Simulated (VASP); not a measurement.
**PrBiC: single point with PBE**

The system is PrBiC.

```xyz
3
Lattice="3.5194 0.0000 0.0000 0.0000 3.5194 0.0000 0.0000 0.0000 6.8905" Properties=species:S:1:pos:R:3 pbc="T T T"
Pr    1.7597    1.7597    0.0000
Bi    1.7597    1.7597    3.4453
C     0.0000    0.0000    0.0000
```

The cell was generated, and may not be a known phase.

```
Program                : VASP 6.6.1
Task                   : single point
Functional             : PBE
Potentials or basis    : VASP PAW PBE potentials, release 64 (Pr_3, Bi_d, C), 4f in core
Cutoff                 : 600 eV
k mesh                 : 6 × 6 × 4
Occupations            : gaussian, width 0.1 eV
Spin                   : no spin polarisation
Dipole correction      : no
Further INCAR settings : ALGO = Normal; EDIFF = 1e-06; NBANDS = 22
```

The pressure is -0.3 GPa and the band gap on the k mesh is zero (bands 15 and 16 overlap by 1.94 eV).

Stress tensor (GPa, compression positive):
```
-0.41  0.00  0.00
 0.00 -0.41  0.00
 0.00  0.00 -0.04
```

Levels at points of the mesh, in eV from the Fermi level:
| k point | band 11 | band 12 | band 13 | band 14 | band 15 | band 16 | band 17 | band 18 | band 19 | band 20 |
| --- | --- | --- | --- | --- | --- | --- | --- | --- | --- | --- |
| (0.00, 0.00, 0.00) | -9.02 | -2.04 | 0.50 | 0.98 | 1.18 | 1.18 | 2.36 | 3.37 | 3.37 | 4.64 |
| (0.50, 0.00, 0.00) | -6.84 | -2.77 | -2.76 | -1.86 | -1.65 | -0.13 | 3.43 | 4.57 | 5.22 | 5.27 |
| (0.50, 0.50, 0.00) | -8.74 | -1.50 | -1.50 | 0.34 | 1.11 | 1.11 | 1.26 | 1.59 | 1.59 | 4.25 |
| (0.00, 0.00, 0.50) | -9.06 | -2.47 | -0.18 | 0.50 | 1.19 | 1.19 | 2.95 | 2.95 | 5.38 | 5.38 |
| (0.50, 0.00, 0.50) | -6.83 | -3.25 | -2.81 | -1.86 | -1.19 | -0.74 | 4.05 | 4.41 | 5.72 | 6.08 |
| (0.50, 0.50, 0.50) | -8.63 | -1.67 | -1.67 | -0.10 | 0.26 | 1.01 | 1.01 | 2.42 | 2.42 | 4.88 |

Run time: 58 s on 1 thread of Intel(R) Xeon(R) Platinum 8259CL CPU @ 2.50GHz (Skylake/Cascade Lake), with other jobs on the host, peak memory 0.25 GiB.

Caveat: spin-orbit coupling is left out, which moves the levels of the heavy elements; the 4f electrons are frozen in the core, so they carry no moment and show no levels. Spin polarisation is off, so any magnetic state and its effect on volume and gap are missing.
